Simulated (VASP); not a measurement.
# YMg3 (P-6m2) in VASP: single point with LDA

Aim: the single point of YMg3 with LDA.

All numbers are computed with VASP 6.6.1; they aren't measurements. Logs are shortened: lines on timing, memory, paths and dates and some standing lists are left out, and cuts for length are marked.

### 1 The cell of the first run

Symmetry: P-6m2, No. 187, hexagonal system. Conventional cell: a = 3.308 Å, b = 3.308 Å, c = 10.932 Å, α = 90.00°, β = 90.00°, γ = 120.00°. Within 4.4 Å of Y (site symmetry -6m2) lie 6 Y at 3.31 Å and 6 Mg at 3.41 Å. Within 4.3 Å of Mg (site symmetry -6m2) lie 12 Mg at 3.26 to 3.31 Å. Mg (site symmetry 3m) has 9 Mg at 3.26 to 3.31 Å and 3 Y at 3.41 Å within 4.3 Å.

### 2 Single point, LDA

Contents of INCAR:

```
  PREC = Accurate
  ENCUT = 520
  EDIFF = 1E-6
  ISMEAR = 1
  SIGMA = 0.1
  LREAL = F
  LASPH = T
  NELM = 100
  ALGO = Normal
  ISIF = 2
  LWAVE = F
  LCHARG = T
  GGA = CA
  LELF = T
  LVHAR = T
  NBANDS = 16
```

Contents of KPOINTS:

```
Automatic mesh
0
Gamma
  9 9 3
```

Contents of POSCAR:

```
YMg3
1.0
    3.3079850000      0.0000000000      0.0000000000
   -1.6539925000      2.8647990453      0.0000000000
    0.0000000000      0.0000000000     10.9322850000
Y Mg
1 3
Direct
    0.6666666667      0.3333333333      0.5000000000
    0.6666666667      0.3333333333      0.0000000000
    0.3333333333      0.6666666667      0.2421180000
    0.3333333333      0.6666666667      0.7578820000
```

Potentials or basis: VASP PAW LDA potentials, release 64 (Y_sv, Mg).

On the command line:

```sh
cat potpaw_LDA.64/Y_sv/POTCAR potpaw_LDA.64/Mg/POTCAR > POTCAR
mpirun -np 1 vasp_std > vasp.out
```

OUTCAR:

```text
PREC = Accurate
   ENCUT = 520
   EDIFF = 1E-6
   ISMEAR = 1
   LREAL = F
   LASPH = T
   NELM = 100
   ISIF = 2
   GGA = CA

 ion  position               nearest neighbor table
   1  0.667  0.333  0.500-   3 3.41   4 3.41   3 3.41   4 3.41   3 3.41   4 3.41
   2  0.667  0.333  0.000-   3 3.26   4 3.26   3 3.26   4 3.26   3 3.26   4 3.26
   3  0.333  0.667  0.242-   2 3.26   2 3.26   2 3.26   1 3.41   1 3.41   1 3.41
   4  0.333  0.667  0.758-   2 3.26   2 3.26   2 3.26   1 3.41   1 3.41   1 3.41

  LATTYP: Found a hexagonal cell.
 ALAT       =     3.3079850000
 C/A-ratio  =     3.3048169807

  Lattice vectors:

 A1 = (   3.3079850000,   0.0000000000,   0.0000000000)
 A2 = (  -1.6539925000,   2.8647990453,   0.0000000000)
 A3 = (   0.0000000000,   0.0000000000,  10.9322850000)

Analysis of symmetry for initial positions (statically):
=====================================================================
 Subroutine PRICEL returns:
 Original cell was already a primitive cell.

 Routine SETGRP: Setting up the symmetry group for a
 hexagonal supercell.

 Subroutine GETGRP returns: Found 12 space group operations
 (whereof 12 operations were pure point group operations)
 out of a pool of 24 trial point group operations.

The static configuration has the point symmetry D_3h.

Analysis of symmetry for dynamics (positions and initial velocities):
=====================================================================
 Subroutine PRICEL returns:
 Original cell was already a primitive cell.

 Routine SETGRP: Setting up the symmetry group for a
 hexagonal supercell.

 Subroutine GETGRP returns: Found 12 space group operations
 (whereof 12 operations were pure point group operations)
 out of a pool of 24 trial point group operations.

The dynamic configuration has the point symmetry D_3h.

 Subroutine INISYM returns: Found 12 space group operations
 (whereof 12 operations are pure point group operations),
 and found     1 'primitive' translations

----------------------------------------------------------------------------------------

                                     Primitive cell

  volume of cell :     103.6021

  direct lattice vectors                    reciprocal lattice vectors
     3.307985000  0.000000000  0.000000000     0.302298831  0.174532312  0.000000000
    -1.653992500  2.864799045  0.000000000     0.000000000  0.349064623  0.000000000
     0.000000000  0.000000000 10.932285000     0.000000000  0.000000000  0.091472185

  length of vectors
     3.307985000  3.307985000 10.932285000     0.349064623  0.349064623  0.091472185

  position of ions in fractional coordinates (direct lattice)
     0.666666667  0.333333333  0.500000000
     0.666666667  0.333333333  0.000000000
     0.333333333  0.666666667  0.242118000
     0.333333333  0.666666667  0.757882000

  ion indices of the primitive-cell ions
   primitive index   ion index
                 1           1
                 2           2
                 3           3
                 4           4

----------------------------------------------------------------------------------------

 KPOINTS: Automatic mesh

Automatic generation of k-mesh.
 Grid dimensions read from file:
 generate k-points for:    9    9    3

 Generating k-lattice:

  Cartesian coordinates                     Fractional coordinates (reciprocal lattice)
     0.033588759  0.019392479  0.000000000     0.111111111  0.000000000  0.000000000
     0.000000000  0.038784958  0.000000000     0.000000000  0.111111111  0.000000000
     0.000000000  0.000000000  0.030490728     0.000000000  0.000000000  0.333333333

  Length of vectors
     0.038784958  0.038784958  0.030490728

  Shift w.r.t. Gamma in fractional coordinates (k-lattice)
     0.000000000  0.000000000  0.000000000

 Subroutine IBZKPT returns following result:
 ===========================================

 Found     24 irreducible k-points:

 Following reciprocal coordinates:
            Coordinates               Weight
  0.000000  0.000000  0.000000      1.000000
  0.111111  0.000000  0.000000      6.000000
  0.222222  0.000000  0.000000      6.000000
  0.333333  0.000000  0.000000      6.000000
  0.444444  0.000000  0.000000      6.000000
  0.111111  0.111111  0.000000      6.000000
[... 16 lines left out ...]
  0.333333  0.222222  0.333333     24.000000
  0.333333  0.333333  0.333333      4.000000
   k-points           NKPTS =     24   k-points in BZ     NKDIM =     24   number of bands    NBANDS=     16
   number of dos      NEDOS =    301   number of ions     NIONS =      4
   total plane-waves  NPLWV =  65856
   dimension x,y,z NGX =    28 NGY =   28 NGZ =   84
   dimension x,y,z NGXF=    56 NGYF=   56 NGZF=  168
   ions per type =               1   3
   NGX,Y,Z   is equivalent  to a cutoff of  14.07, 14.07, 12.77 a.u.
   NGXF,Y,Z  is equivalent  to a cutoff of  28.14, 28.14, 25.55 a.u.
 SYSTEM =  unknown system
   PREC   = accura    normal or accurate (medium, high low for compatibility)
   ISTART =      0    job   : 0-new  1-cont  2-samecut
   ICHARG =      2    charge: 1-file 2-atom 10-const
   ISPIN  =      1    spin polarized calculation?
   LNONCOLLINEAR =      F non collinear calculations
   LSORBIT =      F    spin-orbit coupling
   LASPH  =      T    aspherical Exc in radial PAW
   ENCUT  =  520.0 eV  38.22 Ry    6.18 a.u.   6.15  6.15 20.33*2*pi/ulx,y,z
   NELM   =    100;   NELMIN=  2; NELMDL= -5     # of ELM steps
   EDIFF  = 0.1E-05   stopping-criterion for ELM
   LREAL  =      F    real-space projection
   EDIFFG = 0.1E-04   stopping-criterion for IOM
   NSW    =      0    number of steps for IOM
   IBRION =     -1    ionic relax: 0-MD 1-quasi-New 2-CG
   NFREE  =      0    steps in history (QN), initial steepest desc. (CG)
   ISIF   =      2    stress and relaxation
   ISYM   =      2    0-nonsym 1-usesym 2-fastsym
   POTIM  = 0.5000    time-step for ionic-motion
   TEBEG  =    0.0;   TEEND  =   0.0 temperature during run
   PSTRESS=    0.0 pullay stress
   NELECT =      17.0000    total number of electrons
   NUPDOWN=      -1.0000    fix difference up-down
   EMIN   =  10.00;   EMAX   =-10.00  energy-range for DOS
   EFERMI =   0.00;   METHOD = LEGACY
   ISMEAR =     1;   SIGMA  =   0.10  broadening in eV -4-tet -1-fermi 0-gaus
   EFERMI_NEDOS =   21; number of points for ismear=-14 and -15
   IALGO  =     38    algorithm
   IMIX   =      4    mixing-type and parameters
     AMIX     =   0.40;   BMIX     =  1.00
     AMIX_MAG =   1.60;   BMIX_MAG =  1.00
  volume/ion in A,a.u.               =      25.90       174.79
  Fermi-wavevector in a.u.,A,eV,Ry     =   0.896262  1.693689 10.929361  0.803285
  Thomas-Fermi vector in A             =   2.018698
   LORBIT       =      0    0 simple, 1 ext, 2 COOP (PROOUT), +10 PAW based schemes
   GGA     = CA    functional components
   LHFCALC =     F    Hartree Fock is set to
   AEXX    =    0.0000 exact exchange contribution
   IVDW    =     0    specifies the selected vdW correction
   LEPSILON=     F    determine dielectric tensor
   LRPA    =     F    only Hartree local field effects (RPA)
 non-spin polarized calculation
 Methfessel and Paxton  Order N= 1 SIGMA  =   0.10
  energy-cutoff  :      520.00
  volume of cell :      103.60
 maximum number of plane-waves:      2812
 NGX is ok and might be reduce to    28
   NGX = 13   NGY = 13   NGZ = 41

 number of electron      17.0000000 magnetization

 Free energy of the ion-electron system (eV)
  ---------------------------------------------------
  ext. energy  EPLUGINS =         0.00000000
  ---------------------------------------------------
  free energy    TOTEN  =       -12.26365679 eV

  energy without entropy =      -12.26400046  energy(sigma->0) =      -12.26377135

 E-fermi :   2.3830     XC(G=0):  -8.8998

 val. band max:        2.3792990272   @ k =   0.3333   0.3333   0.3333
 cond. band min:       2.4238687647   @ k =   0.3333   0.2222   0.0000
 fundamental gap:      0.0445697376
 Fermi energy:         2.3830145517

 k-point     1 :       0.0000    0.0000    0.0000
  band No.  band energies     occupation
      1     -39.8657      2.00000
      2     -20.0444      2.00000
      3     -19.5302      2.00000
      4     -19.5302      2.00000
      5      -3.8433      2.00000
      6      -2.5354      2.00000
[... 8 lines left out ...]
     15       7.6206      0.00000
     16      10.3711      0.00000

 k-point     2 :       0.1111    0.0000    0.0000
  band No.  band energies     occupation
      1     -39.8520      2.00000
      2     -20.0267      2.00000
      3     -19.6443      2.00000
      4     -19.5553      2.00000
      5      -3.6105      2.00000
      6      -2.3285      2.00000
[... 8 lines left out ...]
     15       8.4521      0.00000
     16       9.8299      0.00000

 k-point     3 :       0.2222    0.0000    0.0000
  band No.  band energies     occupation
      1     -39.8172      2.00000
      2     -19.9814      2.00000
      3     -19.9234      2.00000
      4     -19.6181      2.00000
      5      -2.9237      2.00000
      6      -1.7175      2.00000
[... 8 lines left out ...]
     15       6.9815      0.00000
     16       8.3104      0.00000

 k-point     4 :       0.3333    0.0000    0.0000
  band No.  band energies     occupation
      1     -39.7773      2.00000
      2     -20.2258      2.00000
      3     -19.9293      2.00000
      4     -19.6884      2.00000
      5      -1.8071      2.00000
      6      -0.7429      2.00000
[... 8 lines left out ...]
     15       6.3861      0.00000
     16       7.2369      0.00000
[... 324 lines left out ...]
 k-point    22 :       0.2222    0.2222    0.3333
  band No.  band energies     occupation
      1     -39.7596      2.00000
      2     -20.2386      2.00000
      3     -19.9063      2.00000
      4     -19.8472      2.00000
      5      -1.0974      2.00000
      6      -0.3260      2.00000
[... 8 lines left out ...]
     15       5.9794      0.00000
     16       6.5716      0.00000

 k-point    23 :       0.3333    0.2222    0.3333
  band No.  band energies     occupation
      1     -39.7394      2.00000
      2     -20.3048      2.00000
      3     -19.9677      2.00000
      4     -19.8800      2.00000
      5       0.3670      2.00000
      6       1.0046      2.00000
[... 8 lines left out ...]
     15       5.3996      0.00000
     16       6.1346      0.00000

 k-point    24 :       0.3333    0.3333    0.3333
  band No.  band energies     occupation
      1     -39.7324      2.00000
      2     -20.1714      2.00000
      3     -20.1704      2.00000
      4     -19.8709      2.00000
      5       1.7870      2.00000
      6       1.8950      2.00000
[... 8 lines left out ...]
     15       4.7643      0.00000
     16       6.1132      0.00000

------------------------ aborting loop because EDIFF is reached ----------------------------------------

  FORCE on cell =-STRESS in cart. coord.  units (eV):
  Direction    XX          YY          ZZ          XY          YZ          ZX
  --------------------------------------------------------------------------------------
  -------------------------------------------------------------------------------------
  Total       -1.5397214     -1.5397214     -2.2924035      0.0000000     -0.0000000      0.0000000
  in kB      -23.8113535    -23.8113535    -35.4513680      0.0000000     -0.0000000      0.0000000
  external PRESSURE =     -27.6913583 kB  Pullay stress =       0.0000000 kB

 VOLUME and BASIS-vectors are now :
 -----------------------------------------------------------------------------
  energy-cutoff  :      520.00
  volume of cell :      103.60
      direct lattice vectors                 reciprocal lattice vectors
     3.307985000  0.000000000  0.000000000     0.302298831  0.174532312  0.000000000
    -1.653992500  2.864799045  0.000000000     0.000000000  0.349064623  0.000000000
     0.000000000  0.000000000 10.932285000     0.000000000  0.000000000  0.091472185

 POSITION                                       TOTAL-FORCE (eV/Angst)
 -----------------------------------------------------------------------------------
      1.65399      0.95493      5.46614        -0.000000      0.000000     -0.000000
      1.65399      0.95493      0.00000         0.000000     -0.000000     -0.000000
     -0.00000      1.90987      2.64690         0.000000     -0.000000     -0.007703
     -0.00000      1.90987      8.28538         0.000000     -0.000000      0.007703
 -----------------------------------------------------------------------------------
    total drift:                               -0.000000      0.000000      0.000000

  FREE ENERGIE OF THE ION-ELECTRON SYSTEM (eV)
  ---------------------------------------------------
  free  energy   TOTEN  =       -12.2636567937 eV

  energy  without entropy=      -12.2640004618  energy(sigma->0) =      -12.26377135
```

Wall time 86 s (1 thread of AMD EPYC 7R43 (Zen 3), shared host); peak memory 0.19 GiB.

Results:

```
Free energy   : -12.2637 eV
Pressure      : -2.8 GPa
Largest force : 0.008 eV/Å
```

Forces on the atoms (eV/Å):
```
Y    0.000  0.000  0.000
Mg   0.000  0.000  0.000
Mg   0.000  0.000 -0.008
Mg   0.000  0.000  0.008
```
